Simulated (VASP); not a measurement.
# LiSi16 (a cell with a defect) in VASP: single point with r2SCAN

Aim: the single point of LiSi16 (a cell with a defect) with r2SCAN.

Program: VASP 6.6.1. These are calculated values, not measurements. Logs are shortened: lines on timing, memory, paths and dates and some standing lists are left out, and cuts for length are marked.

## Step 1: The cell of the first run

The cell holds a defect, 17 atoms: a = 7.679 Å, b = 7.679 Å, c = 7.679 Å, α = 60.00°, β = 60.00°, γ = 60.00°.

## Step 2: Single point, r2SCAN

POSCAR

```
LiSi16
1.0
    0.0000000000      5.4300000000      5.4300000000
    5.4300000000      0.0000000000      5.4300000000
    5.4300000000      5.4300000000      0.0000000000
Si Li
16 1
Direct
   -0.0044127072     -0.0005629834     -0.0006723757
    0.1026212707      0.1326691529      0.1324802026
   -0.0042308471     -0.0006299263      0.5058430018
    0.1289832413      0.1194348066      0.6259331492
   -0.0041400552      0.5058643646     -0.0007402394
    0.1285493554      0.6261160221      0.1195261510
    0.0217235727      0.4929038674      0.4928443831
    0.1285356354      0.6261087477      0.6260840700
    0.4738614180      0.0086052486      0.0087647330
    0.6214501842      0.1190662063      0.1190041436
    0.5031446593     -0.0155639963      0.5063413444
    0.6216497238      0.1191191529      0.6404130755
    0.5026574586      0.5062331492     -0.0148453039
    0.6218046961      0.6403179558      0.1190630755
    0.5026221915      0.5062522099      0.5062234807
    0.6504640884      0.6161983425      0.6167777164
    0.5621766114      0.3123683241      0.3127758748
```

INCAR.step1

```
PREC     = Accurate       # precision mode
ENCUT    = 520            # plane-wave cutoff, eV
ISMEAR   = 0              # smearing method
SIGMA    = 0.05           # smearing width, eV
LREAL    = Auto         
LASPH    = T              # aspherical terms in the spheres
NELM     = 80             # most SCF steps
NELECT   = 66.0         
NBANDS   = 48             # bands
GGA      = PE             # functional
ALGO     = Normal         # electronic algorithm
EDIFF    = 1E-4           # SCF threshold, eV
LWAVE    = T              # write WAVECAR
LCHARG   = F              # write CHGCAR
```

INCAR.step2

```
PREC     = Accurate       # precision mode
ENCUT    = 520            # plane-wave cutoff, eV
EDIFF    = 1E-6           # SCF threshold, eV
ISMEAR   = 0              # smearing method
SIGMA    = 0.05           # smearing width, eV
LREAL    = Auto         
LASPH    = T              # aspherical terms in the spheres
NELM     = 80             # most SCF steps
ALGO     = Normal         # electronic algorithm
ISIF     = 2              # what is computed and relaxed
LWAVE    = F              # write WAVECAR
LCHARG   = F              # write CHGCAR
METAGGA  = R2SCAN         # meta-GGA
LMIXTAU  = T            
NELECT   = 66.0         
NBANDS   = 48             # bands
ISTART   = 1
```

KPOINTS

```
Automatic mesh
0
Gamma
  2 2 2
```

Potentials or basis: VASP PAW PBE potentials, release 64 (Si, Li_sv).

The run is started by

```sh
$ cat potpaw_PBE.64/Si/POTCAR potpaw_PBE.64/Li_sv/POTCAR > POTCAR
$ cp INCAR.step1 INCAR
$ mpirun -np 1 vasp_std > vasp.out
$ cp INCAR.step2 INCAR
$ mpirun -np 1 vasp_std > vasp.out
```

OUTCAR:

```text
PREC = Accurate
   ENCUT = 520
   EDIFF = 1E-6
   ISMEAR = 0
   LREAL = Auto
   LASPH = T
   NELM = 80
   ISIF = 2
   METAGGA = R2SCAN
   NELECT = 66.0
   ISTART = 1

 ion  position               nearest neighbor table
   1  0.996  0.999  0.999-   6 2.34   4 2.34   2 2.34  10 2.35
   2  0.103  0.133  0.132-   9 2.33   5 2.34   3 2.34   1 2.34
   3  0.996  0.999  0.506-   8 2.34   4 2.34   2 2.34  12 2.35
   4  0.129  0.119  0.626-   3 2.34   1 2.34   7 2.34  11 2.35
   5  0.996  0.506  0.999-   8 2.34   6 2.34   2 2.34  14 2.35
   6  0.129  0.626  0.120-   5 2.34   1 2.34   7 2.34  13 2.35
   7  0.022  0.493  0.493-  16 2.33   8 2.34   6 2.34   4 2.34
   8  0.129  0.626  0.626-   5 2.34   3 2.34   7 2.34  15 2.35
   9  0.474  0.009  0.009-  10 2.32  14 2.32  12 2.32   2 2.33
  10  0.621  0.119  0.119-   9 2.32  17 2.34   1 2.35  13 2.43  11 2.43
  11  0.503  0.984  0.506-  16 2.31  17 2.34   4 2.35  12 2.43  10 2.43
  12  0.622  0.119  0.640-   9 2.32  17 2.34   3 2.35  15 2.43  11 2.43
  13  0.503  0.506  0.985-  16 2.32  17 2.34   6 2.35  14 2.43  10 2.43
  14  0.622  0.640  0.119-   9 2.32  17 2.34   5 2.35  13 2.43  15 2.43
  15  0.503  0.506  0.506-  16 2.32  17 2.34   8 2.35  12 2.43  14 2.43
  16  0.650  0.616  0.617-  11 2.31  15 2.32  13 2.32   7 2.33
  17  0.562  0.312  0.313-  12 2.34  13 2.34  10 2.34  11 2.34  15 2.34  14 2.34

  LATTYP: Found a face centered cubic cell.
 ALAT       =    10.8600000000

  Lattice vectors:

 A1 = (   0.0000000000,   5.4300000000,   5.4300000000)
 A2 = (   5.4300000000,   0.0000000000,   5.4300000000)
 A3 = (   5.4300000000,   5.4300000000,   0.0000000000)

Analysis of symmetry for initial positions (statically):
=====================================================================
 Subroutine PRICEL returns:
 Original cell was already a primitive cell.

 Routine SETGRP: Setting up the symmetry group for a
 face centered cubic supercell.

 Subroutine GETGRP returns: Found  1 space group operations
 (whereof  1 operations were pure point group operations)
 out of a pool of 48 trial point group operations.

The static configuration has the point symmetry C_1 .

Analysis of symmetry for dynamics (positions and initial velocities):
=====================================================================
 Subroutine PRICEL returns:
 Original cell was already a primitive cell.

 Routine SETGRP: Setting up the symmetry group for a
 face centered cubic supercell.

 Subroutine GETGRP returns: Found  1 space group operations
 (whereof  1 operations were pure point group operations)
[... 121 lines left out ...]
   ISIF   =      2    stress and relaxation
   ISYM   =      2    0-nonsym 1-usesym 2-fastsym
   POTIM  = 0.5000    time-step for ionic-motion
   TEBEG  =    0.0;   TEEND  =   0.0 temperature during run
   PSTRESS=    0.0 pullay stress
   NELECT =      66.0000    total number of electrons
   NUPDOWN=      -1.0000    fix difference up-down
   EMIN   =  10.00;   EMAX   =-10.00  energy-range for DOS
   EFERMI =   0.00;   METHOD = LEGACY
   ISMEAR =     0;   SIGMA  =   0.05  broadening in eV -4-tet -1-fermi 0-gaus
   EFERMI_NEDOS =   21; number of points for ismear=-14 and -15
   IALGO  =     38    algorithm
   IMIX   =      4    mixing-type and parameters
     AMIX     =   0.40;   BMIX     =  1.00
     AMIX_MAG =   1.60;   BMIX_MAG =  1.00
  volume/ion in A,a.u.               =      18.84       127.11
  Fermi-wavevector in a.u.,A,eV,Ry     =   0.967044  1.827449 12.723821  0.935174
  Thomas-Fermi vector in A             =   2.096897
   LORBIT       =      0    0 simple, 1 ext, 2 COOP (PROOUT), +10 PAW based schemes
   METAGGA = R2SCAN    functional components
   LHFCALC =     F    Hartree Fock is set to
   AEXX    =    0.0000 exact exchange contribution
   IVDW    =     0    specifies the selected vdW correction
   LEPSILON=     F    determine dielectric tensor
   LRPA    =     F    only Hartree local field effects (RPA)
 non-spin polarized calculation
 Gauss-broadening in eV      SIGMA  =   0.05
  energy-cutoff  :      520.00
  volume of cell :      320.21
 maximum number of plane-waves:      8646
 NGX is ok and might be reduce to    60
   NGX = 29   NGY = 29   NGZ = 29

 number of electron      66.0000001 magnetization

 Free energy of the ion-electron system (eV)
  ---------------------------------------------------
  ext. energy  EPLUGINS =         0.00000000
  ---------------------------------------------------
  free energy    TOTEN  =      -147.14850931 eV

  energy without entropy =     -147.14850931  energy(sigma->0) =     -147.14850931

 E-fermi :   6.2075     XC(G=0):  -9.8919

 val. band max:        5.9631786950   @ k =   0.0000   0.0000   0.0000
 cond. band min:       6.4416856050   @ k =   0.0000   0.0000   0.0000
 fundamental gap:      0.4785069100
 Fermi energy:         6.2075235312

 k-point     1 :       0.0000    0.0000    0.0000
  band No.  band energies     occupation
      1     -42.0808      2.00000
      2      -6.5573      2.00000
      3      -4.2075      2.00000
      4      -4.1404      2.00000
      5      -4.1398      2.00000
      6      -4.0886      2.00000
[... 373 lines left out ...]
     44      10.5205      0.00000
     45      10.6027      0.00000
 [bands above 45 left out]

------------------------ aborting loop because EDIFF is reached ----------------------------------------

  FORCE on cell =-STRESS in cart. coord.  units (eV):
  Direction    XX          YY          ZZ          XY          YZ          ZX
  --------------------------------------------------------------------------------------
  -------------------------------------------------------------------------------------
  Total       -2.7120352     -2.6994196     -2.7237150      1.0956042     -1.1033973      1.1060772
  in kB      -13.5698931    -13.5067697    -13.6283337      5.4819466     -5.5209398      5.5343490
  external PRESSURE =     -13.5683321 kB  Pullay stress =       0.0000000 kB

 VOLUME and BASIS-vectors are now :
 -----------------------------------------------------------------------------
  energy-cutoff  :      520.00
  volume of cell :      320.21
      direct lattice vectors                 reciprocal lattice vectors
     0.000000000  5.430000000  5.430000000    -0.092081031  0.092081031  0.092081031
     5.430000000  0.000000000  5.430000000     0.092081031 -0.092081031  0.092081031
     5.430000000  5.430000000  0.000000000     0.092081031  0.092081031 -0.092081031

 POSITION                                       TOTAL-FORCE (eV/Angst)
 -----------------------------------------------------------------------------------
     10.85329     10.83239     10.83298        -0.005043     -0.015448     -0.004492
      1.43976      1.27660      1.27763        -0.009543      0.004468     -0.010760
      8.17331      8.15375     10.83361         0.017651      0.001703     -0.004034
      4.04735      4.09920      1.34891        -0.007228      0.010226     -0.003317
      8.17282     10.83350      8.15436         0.015316     -0.012507     -0.000412
      4.04884      1.34705      4.09783        -0.003408      0.003989      0.017702
[... 9 lines left out ...]
      6.69506      6.88112      6.87798         0.020609     -0.017326     -0.020073
      3.39453      4.75099      4.74878         0.002900      0.002486     -0.009171
 -----------------------------------------------------------------------------------
    total drift:                                0.000485      0.001292     -0.014532

  FREE ENERGIE OF THE ION-ELECTRON SYSTEM (eV)
  ---------------------------------------------------
  free  energy   TOTEN  =      -147.1485093141 eV

  energy  without entropy=     -147.1485093141  energy(sigma->0) =     -147.14850931
```

OSZICAR.step1:

```text
N       E                     dE             d eps       ncg     rms          rms(c)
DAV:   1     0.175642509153E+03    0.17564E+03   -0.25065E+04   768   0.116E+03
DAV:   2    -0.746162020199E+02   -0.25026E+03   -0.23397E+03   936   0.188E+02
DAV:   3    -0.932597289961E+02   -0.18644E+02   -0.18255E+02  1096   0.435E+01
DAV:   4    -0.945387044473E+02   -0.12790E+01   -0.12684E+01  1264   0.101E+01
DAV:   5    -0.945708869461E+02   -0.32182E-01   -0.32179E-01   992   0.138E+00    0.143E+01
DAV:   6    -0.934195462889E+02    0.11513E+01   -0.92712E-01   888   0.319E+00    0.874E+00
DAV:   7    -0.929030645613E+02    0.51648E+00   -0.15744E+00   936   0.378E+00    0.104E+00
DAV:   8    -0.929120483397E+02   -0.89838E-02   -0.15837E-01   904   0.144E+00    0.512E-01
DAV:   9    -0.929159873890E+02   -0.39390E-02   -0.11706E-02   952   0.388E-01    0.245E-01
DAV:  10    -0.929173848940E+02   -0.13975E-02   -0.18182E-03   888   0.141E-01    0.115E-01
DAV:  11    -0.929179824793E+02   -0.59759E-03   -0.62416E-04   904   0.923E-02    0.336E-02
DAV:  12    -0.929180207281E+02   -0.38249E-04   -0.64861E-05   568   0.301E-02
   1 F= -.92918021E+02 E0= -.92918017E+02  d E =-.742590E-05
```

Run time: 7.8 min. Hardware: 1 thread of AMD EPYC 9R45 (Zen 5), shared host; peak memory 0.52 GiB.

Results:

| Property | Result |
| --- | --- |
| Free energy | -147.1485 eV |
| Largest force | 0.041 eV/Å |

Forces on the atoms (eV/Å):
```
Si  -0.005 -0.015 -0.004
Si  -0.010  0.004 -0.011
Si   0.018  0.002 -0.004
Si  -0.007  0.010 -0.003
Si   0.015 -0.013  0.000
Si  -0.003  0.004  0.018
Si  -0.006  0.000 -0.012
Si  -0.004  0.006  0.017
Si  -0.022  0.019  0.029
Si  -0.014  0.001 -0.011
Si  -0.002 -0.004 -0.008
Si   0.008  0.022 -0.019
Si  -0.021 -0.026  0.015
Si   0.014 -0.014  0.007
Si   0.017  0.017  0.016
Si   0.021 -0.017 -0.020
Li   0.003  0.002 -0.009
```

Levels at points of the mesh, in eV from the Fermi level:
```csv
k point,band 31,band 32,band 33,band 34,band 35,band 36
"(0.00, 0.00, 0.00)",-0.29,-0.25,-0.24,0.23,0.58,0.58
"(0.50, 0.00, 0.00)",-1.11,-1.01,-1.01,1.23,1.23,1.33
"(0.00, 0.50, 0.00)",-1.11,-1.09,-1.03,1.05,1.26,1.43
"(0.00, 0.00, 0.50)",-1.11,-1.09,-1.03,1.05,1.26,1.43
"(0.50, 0.50, 0.50)",-1.11,-1.09,-1.03,1.05,1.26,1.43
"(0.50, 0.50, 0.00)",-1.73,-1.65,-1.60,0.90,1.08,2.24
"(0.00, 0.50, 0.50)",-1.73,-1.65,-1.60,0.90,1.08,2.24
"(0.50, 0.00, 0.50)",-1.73,-1.65,-1.60,0.90,1.08,2.24
```

Caveat: the k points lie up to 0.50 Å⁻¹ apart; the cell carries a net charge on a neutralising background, which shifts energy and pressure; the cell is charged against a uniform background, so pressure and absolute levels hang on convention; the cutoff is under 1.25 times the usual one of these potentials, so pressure, stress and relaxed cells hold a basis-set (Pulay) error; the PAW data sets were made with another functional, which shifts forces and pressure a little.
